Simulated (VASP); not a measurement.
# Na (Pm-3m) in VASP: a series of runs

The runs below take Na through relaxation of cell and atoms, with PBEsol.

Everything below comes from runs of VASP 6.6.1. Logs are shortened: lines on timing, memory, paths and dates and some standing lists are left out, and cuts for length are marked.

## 1. The cell of the first run

The structure is cubic, space group Pm-3m (No. 221). Conventional cell: a = 3.510 Å, b = 3.510 Å, c = 3.510 Å, α = 90.00°, β = 90.00°, γ = 90.00°. Na (site symmetry m-3m) has 6 Na at 3.51 Å within 4.6 Å.

This isn't the form of Na at room conditions, which is bcc.

## 2. Relaxation of cell and atoms, PBEsol, target pressure 5 GPa, at which the enthalpy is minimised

File INCAR:

```
PREC = Accurate ; ENCUT = 600
EDIFF = 1E-6 ; ISMEAR = 1
SIGMA = 0.05 ; LREAL = F
LASPH = T ; NELM = 80
ALGO = Normal ; ISIF = 3
LWAVE = F ; LCHARG = F
GGA = PS ; IBRION = 2
NSW = 80 ; EDIFFG = -0.02
PSTRESS = 50.0
```

File KPOINTS:

```
Automatic mesh
0
Gamma
  6 6 6
```

File POSCAR:

```
Na
1.0
    3.5100000000      0.0000000000      0.0000000000
    0.0000000000      3.5100000000      0.0000000000
    0.0000000000      0.0000000000      3.5100000000
Na
1
Direct
    0.0000000000      0.0000000000      0.0000000000
```

Potentials or basis: VASP PAW PBE potentials, release 64 (Na_pv).

Command:

```
> cat potpaw_PBE.64/Na_pv/POTCAR > POTCAR
> mpirun -np 1 vasp_std > vasp.out
```

OUTCAR:

```text
PREC = Accurate
   ENCUT = 600
   EDIFF = 1E-6
   ISMEAR = 1
   LREAL = F
   LASPH = T
   NELM = 80
   ISIF = 3
   GGA = PS
   IBRION = 2
   NSW = 80
   EDIFFG = -0.02
   PSTRESS = 50.0

 ion  position               nearest neighbor table
   1  0.000  0.000  0.000-

  LATTYP: Found a simple cubic cell.
 ALAT       =     3.5100000000

  Lattice vectors:

 A1 = (   3.5100000000,   0.0000000000,   0.0000000000)
 A2 = (   0.0000000000,   3.5100000000,   0.0000000000)
 A3 = (   0.0000000000,   0.0000000000,   3.5100000000)

Analysis of symmetry for initial positions (statically):
=====================================================================
 Subroutine PRICEL returns:
 Original cell was already a primitive cell.

 Routine SETGRP: Setting up the symmetry group for a
 simple cubic supercell.

 Subroutine GETGRP returns: Found 48 space group operations
 (whereof 48 operations were pure point group operations)
 out of a pool of 48 trial point group operations.

The static configuration has the point symmetry O_h .

Analysis of symmetry for dynamics (positions and initial velocities):
=====================================================================
 Subroutine PRICEL returns:
 Original cell was already a primitive cell.

 Routine SETGRP: Setting up the symmetry group for a
 simple cubic supercell.

 Subroutine GETGRP returns: Found 48 space group operations
 (whereof 48 operations were pure point group operations)
 out of a pool of 48 trial point group operations.

The dynamic configuration has the point symmetry O_h .

 Subroutine INISYM returns: Found 48 space group operations
 (whereof 48 operations are pure point group operations),
 and found     1 'primitive' translations

----------------------------------------------------------------------------------------

                                     Primitive cell

  volume of cell :      43.2436

  direct lattice vectors                    reciprocal lattice vectors
     3.510000000  0.000000000  0.000000000     0.284900285  0.000000000  0.000000000
     0.000000000  3.510000000  0.000000000     0.000000000  0.284900285  0.000000000
     0.000000000  0.000000000  3.510000000     0.000000000  0.000000000  0.284900285

  length of vectors
     3.510000000  3.510000000  3.510000000     0.284900285  0.284900285  0.284900285

  position of ions in fractional coordinates (direct lattice)
     0.000000000  0.000000000  0.000000000

  ion indices of the primitive-cell ions
   primitive index   ion index
                 1           1

----------------------------------------------------------------------------------------

 KPOINTS: Automatic mesh

Automatic generation of k-mesh.
 Grid dimensions read from file:
 generate k-points for:    6    6    6

 Generating k-lattice:

  Cartesian coordinates                     Fractional coordinates (reciprocal lattice)
     0.047483381  0.000000000  0.000000000     0.166666667  0.000000000  0.000000000
     0.000000000  0.047483381  0.000000000     0.000000000  0.166666667  0.000000000
     0.000000000  0.000000000  0.047483381     0.000000000  0.000000000  0.166666667

  Length of vectors
     0.047483381  0.047483381  0.047483381

  Shift w.r.t. Gamma in fractional coordinates (k-lattice)
     0.000000000  0.000000000  0.000000000

 Subroutine IBZKPT returns following result:
 ===========================================

 Found     20 irreducible k-points:

 Following reciprocal coordinates:
            Coordinates               Weight
  0.000000  0.000000  0.000000      1.000000
  0.166667  0.000000  0.000000      6.000000
  0.333333  0.000000  0.000000      6.000000
  0.500000  0.000000  0.000000      3.000000
  0.166667  0.166667  0.000000     12.000000
  0.333333  0.166667  0.000000     24.000000
[... 12 lines left out ...]
  0.500000  0.500000  0.333333      6.000000
  0.500000  0.500000  0.500000      1.000000
   k-points           NKPTS =     20   k-points in BZ     NKDIM =     20   number of bands    NBANDS=      7
[... 39 lines left out ...]
   LORBIT       =      0    0 simple, 1 ext, 2 COOP (PROOUT), +10 PAW based schemes
   GGA     = PS    functional components
   LHFCALC =     F    Hartree Fock is set to
   AEXX    =    0.0000 exact exchange contribution
   IVDW    =     0    specifies the selected vdW correction
   LEPSILON=     F    determine dielectric tensor
   LRPA    =     F    only Hartree local field effects (RPA)
 conjugate gradient relaxation of ions
 non-spin polarized calculation
 Methfessel and Paxton  Order N= 1 SIGMA  =   0.05
  energy-cutoff  :      600.00
  volume of cell :       43.24
 maximum number of plane-waves:      1472
   NGX = 15   NGY = 15   NGZ = 15

--------------------------------------- Ionic step        1  -------------------------------------------

 number of electron       6.9999981 magnetization

 Free energy of the ion-electron system (eV)
  ---------------------------------------------------
  ext. energy  EPLUGINS =         0.00000000
  ---------------------------------------------------
  free energy    TOTEN  =        -1.24953464 eV

  energy without entropy =       -1.24793186  energy(sigma->0) =       -1.24900038

------------------------ aborting loop because EDIFF is reached ----------------------------------------

  FORCE on cell =-STRESS in cart. coord.  units (eV):
  Direction    XX          YY          ZZ          XY          YZ          ZX
  --------------------------------------------------------------------------------------
  -------------------------------------------------------------------------------------
  Total       -0.1489009     -0.1489009     -0.1489009      0.0000000     -0.0000000     -0.0000000
  in kB       -5.5167932     -5.5167932     -5.5167932      0.0000000     -0.0000000     -0.0000000
  external PRESSURE =     -55.5167932 kB  Pullay stress =      50.0000000 kB

 VOLUME and BASIS-vectors are now :
 -----------------------------------------------------------------------------
  energy-cutoff  :      600.00
  volume of cell :       43.24
      direct lattice vectors                 reciprocal lattice vectors
     3.510000000  0.000000000  0.000000000     0.284900285  0.000000000  0.000000000
     0.000000000  3.510000000  0.000000000     0.000000000  0.284900285  0.000000000
     0.000000000  0.000000000  3.510000000     0.000000000  0.000000000  0.284900285
[... 155 lines left out ...]
  FREE ENERGIE OF THE ION-ELECTRON SYSTEM (eV)
  ---------------------------------------------------
  free  energy   TOTEN  =        -1.1285677239 eV

  energy  without entropy=       -1.1270069172  energy(sigma->0) =       -1.12804745

  enthalpy is  TOTEN    =        -0.2875990570 eV   P V=        0.8409686669

--------------------------------------- Ionic step        6  -------------------------------------------

 number of electron       7.0000004 magnetization

 Free energy of the ion-electron system (eV)
  ---------------------------------------------------
  ext. energy  EPLUGINS =         0.00000000
  ---------------------------------------------------
  free energy    TOTEN  =        -1.11626494 eV

  energy without entropy =       -1.11470776  energy(sigma->0) =       -1.11574588

 E-fermi :   1.6313     XC(G=0):  -7.4590

 val. band max:        1.6312824550   @ k =   0.3333   0.3333   0.1667
 cond. band min:       1.7627534350   @ k =   0.5000   0.1667   0.0000
 fundamental gap:      0.1314709800
 Fermi energy:         1.6313013082

 k-point     1 :       0.0000    0.0000    0.0000
  band No.  band energies     occupation
      1     -23.4018      2.00000
      2     -23.4018      2.00000
      3     -23.4018      2.00000
      4      -2.5769      2.00000
      5      11.5185      0.00000
      6      11.5185      0.00000
      7      13.9671      0.00000

 k-point     2 :       0.1667    0.0000    0.0000
  band No.  band energies     occupation
      1     -23.4444      2.00000
      2     -23.3982      2.00000
      3     -23.3982      2.00000
      4      -2.0850      2.00000
      5       8.5102      0.00000
      6      11.9594      0.00000
      7      14.3029      0.00000
[... 200 lines left out ...]
 POSITION                                       TOTAL-FORCE (eV/Angst)
 -----------------------------------------------------------------------------------
      0.00000      0.00000      0.00000         0.000000      0.000000      0.000000
 -----------------------------------------------------------------------------------
    total drift:                               -0.000000     -0.000000     -0.000000

  FREE ENERGIE OF THE ION-ELECTRON SYSTEM (eV)
  ---------------------------------------------------
  free  energy   TOTEN  =        -1.1162649439 eV

  energy  without entropy=       -1.1147077587  energy(sigma->0) =       -1.11574588

  enthalpy is  TOTEN    =        -0.2880549350 eV   P V=        0.8282100089

 reached required accuracy - stopping structural energy minimisation
```

It took 24 s on 1 thread of Intel Xeon 8259CL, shared host; peak memory 0.15 GiB.

Results:

- Free energy: -1.1163 eV
- Relaxed volume: 26.54 Å³/atom
- Relaxed cell: a = 2.983 Å, b = 2.983 Å, c = 2.983 Å, α = 90.00°, β = 90.00°, γ = 90.00°
- Space group after relaxing (to 0.1 Å): Pm-3m (No. 221)
- Energy change on relaxing (the run minimises the enthalpy): +133.3 meV/atom
- Ionic steps: 6
- Pressure after relaxing: 5.0 GPa
- Band gap on the k mesh: zero (an odd number of electrons rules out a gap without spin polarisation)

The path:
| step | energy change (eV) | largest force (eV/Å) | pressure (GPa) | volume (Å³) |
| --- | --- | --- | --- | --- |
| 1 | 0.0000 | 0.0000 | -0.55 | 43.24 |
| 2 | 0.0031 | 0.0000 | 0.96 | 34.53 |
| 3 | 0.0708 | 0.0000 | 3.25 | 29.00 |
| 4 | 0.5193 | 0.0000 | 15.14 | 19.77 |
| 5 | 0.1210 | 0.0000 | 4.67 | 26.95 |
| 6 | 0.1333 | 0.0000 | 4.99 | 26.54 |

Final structure:
```cif
data_structure
_symmetry_space_group_name_H-M 'P 1'
_symmetry_Int_Tables_number 1
_cell_length_a 2.9828
_cell_length_b 2.9828
_cell_length_c 2.9828
_cell_angle_alpha 90.000
_cell_angle_beta 90.000
_cell_angle_gamma 90.000
_cell_volume 26.54
loop_
_atom_site_label
_atom_site_type_symbol
_atom_site_fract_x
_atom_site_fract_y
_atom_site_fract_z
_atom_site_occupancy
Na1 Na 0.00000 0.00000 0.00000 1
```

Levels at points of the mesh, in eV from the Fermi level:
| k point | band 1 | band 2 | band 3 | band 4 | band 5 | band 6 | band 7 |
| --- | --- | --- | --- | --- | --- | --- | --- |
| (0.00, 0.00, 0.00) | -25.03 | -25.03 | -25.03 | -4.21 | 9.89 | 9.89 | 12.34 |
| (0.50, 0.00, 0.00) | -25.20 | -25.02 | -25.02 | -0.28 | 0.41 | 12.87 | 14.64 |
| (0.50, 0.50, 0.00) | -25.18 | -25.18 | -25.00 | 3.25 | 3.77 | 3.77 | 5.75 |
| (0.50, 0.50, 0.50) | -25.15 | -25.15 | -25.15 | 6.75 | 6.75 | 6.75 | 7.99 |

Caveat: the cell is relaxed towards a set pressure, so the run minimises the enthalpy, not the energy; the volume moved by over 15 % at a fixed basis, so the end points are rough; the PAW data sets were made with another functional, which shifts forces and pressure a little.

## 3. Relaxation of cell and atoms, PBEsol, target pressure 10 GPa, at which the enthalpy is minimised

File INCAR:

```
PREC     = Accurate       # precision mode
ENCUT    = 600            # plane-wave cutoff, eV
EDIFF    = 1E-7           # SCF threshold, eV
ISMEAR   = 1              # smearing method
SIGMA    = 0.05           # smearing width, eV
LREAL    = False          # projectors in reciprocal space
LASPH    = True           # aspherical terms in the spheres
NELM     = 60             # most SCF steps
ALGO     = Normal         # electronic algorithm
ISIF     = 3              # what is computed and relaxed
LWAVE    = False          # write WAVECAR
LCHARG   = False          # write CHGCAR
GGA      = PS             # functional
IBRION   = 2              # ionic algorithm
NSW      = 80             # ionic steps
EDIFFG   = -0.02          # ionic threshold
PSTRESS  = 100.0
```

KPOINTS is that of step 2.

POSCAR is that of step 2.

Potentials or basis: VASP PAW PBE potentials, release 64 (Na_pv).

Command:

```
> cat potpaw_PBE.64/Na_pv/POTCAR > POTCAR
> mpirun -np 1 vasp_std > vasp.out
```

Wall time 42 s (1 thread of Intel Xeon 8259CL, shared host); peak memory 0.15 GiB.

It converged, with:

- Free energy: -0.9272 eV
- Relaxed volume: 22.33 Å³/atom
- Relaxed cell: a = 2.816 Å, b = 2.816 Å, c = 2.816 Å, α = 90.00°, β = 90.00°, γ = 90.00°
- Space group after relaxing (to 0.1 Å): Pm-3m (No. 221)
- Energy change on relaxing (the run minimises the enthalpy): +322.3 meV/atom
- Ionic steps: 18
- Pressure after relaxing: 10.0 GPa
- Band gap on the k mesh: zero (an odd number of electrons rules out a gap without spin polarisation)

Step by step:
| step | energy change (eV) | largest force (eV/Å) | pressure (GPa) | volume (Å³) |
| --- | --- | --- | --- | --- |
| 1 | 0.0000 | 0.0000 | -0.56 | 43.24 |
| 2 | 0.0993 | 0.0000 | 4.07 | 27.75 |
| 3 | 0.2494 | 0.0000 | 8.04 | 23.63 |
| 4 | 0.3344 | 0.0000 | 10.24 | 22.14 |
| 5 | 0.3135 | 0.0000 | 9.72 | 22.47 |
| 6 | 0.3137 | 0.0000 | 9.74 | 22.47 |
| 7 | 0.3140 | 0.0000 | 9.73 | 22.46 |
| 8 | 0.3140 | 0.0000 | 9.73 | 22.46 |
| 9 | 0.3140 | 0.0000 | 9.73 | 22.46 |
| 10 | 0.3140 | 0.0000 | 9.73 | 22.46 |
| 11 | 0.3141 | 0.0000 | 9.72 | 22.46 |
| 12 | 0.3141 | 0.0000 | 9.72 | 22.46 |
| 13 | 0.3143 | 0.0000 | 9.76 | 22.46 |
| 14 | 0.3145 | 0.0000 | 9.74 | 22.45 |
| 15 | 0.3150 | 0.0000 | 9.76 | 22.45 |
| 16 | 0.3161 | 0.0000 | 9.79 | 22.43 |
| 17 | 0.3182 | 0.0000 | 9.85 | 22.40 |
| 18 | 0.3223 | 0.0000 | 9.97 | 22.33 |

Final structure:
```cif
data_structure
_symmetry_space_group_name_H-M 'P 1'
_symmetry_Int_Tables_number 1
_cell_length_a 2.8159
_cell_length_b 2.8159
_cell_length_c 2.8159
_cell_angle_alpha 90.000
_cell_angle_beta 90.000
_cell_angle_gamma 90.000
_cell_volume 22.33
loop_
_atom_site_label
_atom_site_type_symbol
_atom_site_fract_x
_atom_site_fract_y
_atom_site_fract_z
_atom_site_occupancy
Na1 Na 0.00000 0.00000 0.00000 1
```

Levels at points of the mesh, in eV from the Fermi level:
| k point | band 1 | band 2 | band 3 | band 4 | band 5 | band 6 |
| --- | --- | --- | --- | --- | --- | --- |
| (0.00, 0.00, 0.00) | -25.10 | -25.10 | -25.10 | -4.69 | 10.72 | 10.72 |
| (0.50, 0.00, 0.00) | -25.38 | -25.07 | -25.07 | -0.37 | 0.60 | 14.06 |
| (0.50, 0.50, 0.00) | -25.33 | -25.33 | -25.05 | 3.27 | 4.27 | 4.27 |
| (0.50, 0.50, 0.50) | -25.29 | -25.29 | -25.29 | 7.20 | 7.20 | 7.20 |

Caveat: the cell is relaxed towards a set pressure, so the run minimises the enthalpy, not the energy; the volume moved by over 15 % at a fixed basis, so the end points are rough; the PAW data sets were made with another functional, which shifts forces and pressure a little.

## 4. Relaxation of cell and atoms, PBEsol, target pressure 20 GPa, at which the enthalpy is minimised

File INCAR:

```
PREC     = Accurate       # precision mode
ENCUT    = 600            # plane-wave cutoff, eV
EDIFF    = 1E-6           # SCF threshold, eV
ISMEAR   = 1              # smearing method
SIGMA    = 0.05           # smearing width, eV
LREAL    = F              # projectors in reciprocal space
LASPH    = T              # aspherical terms in the spheres
NELM     = 80             # most SCF steps
ALGO     = Normal         # electronic algorithm
ISIF     = 3              # what is computed and relaxed
LWAVE    = F              # write WAVECAR
LCHARG   = F              # write CHGCAR
GGA      = PS             # functional
IBRION   = 2              # ionic algorithm
NSW      = 80             # ionic steps
EDIFFG   = -0.02          # ionic threshold
PSTRESS  = 200.0
```

KPOINTS is that of step 3.

POSCAR is that of step 3.

Command:

```
> cat potpaw_PBE.64/Na_pv/POTCAR > POTCAR
> mpirun -np 1 vasp_std > vasp.out
```

It took 38 s on 1 thread of Intel Xeon 8259CL, shared host; peak memory 0.15 GiB.

Results (log left out):

| Quantity | Value |
| --- | --- |
| Free energy | -0.5499 eV |
| Relaxed volume | 18.12 Å³/atom |
| Relaxed cell | a = 2.627 Å, b = 2.627 Å, c = 2.627 Å, α = 90.00°, β = 90.00°, γ = 90.00° |
| Space group after relaxing (to 0.1 Å) | Pm-3m (No. 221) |
| Energy change on relaxing (the run minimises the enthalpy) | +699.6 meV/atom |
| Ionic steps | 17 |
| Pressure after relaxing | 20.2 GPa |
| Band gap on the k mesh | zero (an odd number of electrons rules out a gap without spin polarisation) |

Step by step:
```
step  energy change (eV)  largest force (eV/Å)  pressure (GPa)  volume (Å³)
   1              0.0000                0.0000           -0.55        43.24
   2              0.8574                0.0000           24.33        16.99
   3              0.7162                0.0000           20.58        17.99
   4              0.6703                0.0000           19.30        18.36
   5              0.6707                0.0000           19.24        18.36
   6              0.6718                0.0000           19.34        18.35
   7              0.6718                0.0000           19.33        18.35
   8              0.6718                0.0000           19.32        18.35
   9              0.6719                0.0000           19.32        18.35
  10              0.6720                0.0000           19.32        18.35
  11              0.6722                0.0000           19.31        18.35
  12              0.6726                0.0000           19.41        18.34
  13              0.6735                0.0000           19.38        18.34
  14              0.6752                0.0000           19.44        18.32
  15              0.6787                0.0000           19.54        18.29
  16              0.6856                0.0000           19.74        18.24
  17              0.6996                0.0000           20.16        18.12
```

Final structure:
```
CELL_PARAMETERS angstrom
2.62675 0.00000 0.00000
0.00000 2.62675 0.00000
0.00000 0.00000 2.62675
ATOMIC_POSITIONS crystal
Na 0.00000 0.00000 0.00000
```

Levels at points of the mesh, in eV from the Fermi level:
| k point | band 1 | band 2 | band 3 | band 4 | band 5 | band 6 | band 7 |
| --- | --- | --- | --- | --- | --- | --- | --- |
| (0.00, 0.00, 0.00) | -25.28 | -25.28 | -25.28 | -5.31 | 11.77 | 11.77 | 15.93 |
| (0.50, 0.00, 0.00) | -25.77 | -25.24 | -25.24 | -0.45 | 0.90 | 15.59 | 17.88 |
| (0.50, 0.50, 0.00) | -25.68 | -25.68 | -25.20 | 3.23 | 5.01 | 5.01 | 8.09 |
| (0.50, 0.50, 0.50) | -25.60 | -25.60 | -25.60 | 7.74 | 7.74 | 7.74 | 9.74 |

Caveat: the cell is relaxed towards a set pressure, so the run minimises the enthalpy, not the energy; the volume moved by over 15 % at a fixed basis, so the end points are rough; the PAW data sets were made with another functional, which shifts forces and pressure a little.

## 5. The runs side by side

| cell | gap on the mesh (eV) | pressure (GPa) |
| --- | --- | --- |
| relaxed to 5 GPa | none | 5.0 |
| relaxed to 10 GPa | none | 10.0 |
| relaxed to 20 GPa | none | 20.2 |

Alike in all rows: task relaxation of cell and atoms; level PBEsol; potentials or basis VASP PAW PBE potentials, release 64 (Na_pv); no spin polarisation; k mesh 6 × 6 × 6; cutoff (eV) 600; smearing methfessel-paxton 0.05 eV.

Caveats: the cell is relaxed towards a set pressure, so the run minimises the enthalpy, not the energy; the volume moved by over 15 % at a fixed basis, so the end points are rough; the PAW data sets were made with another functional, which shifts forces and pressure a little.

Absolute energies hang on the potentials; compare differences alone.
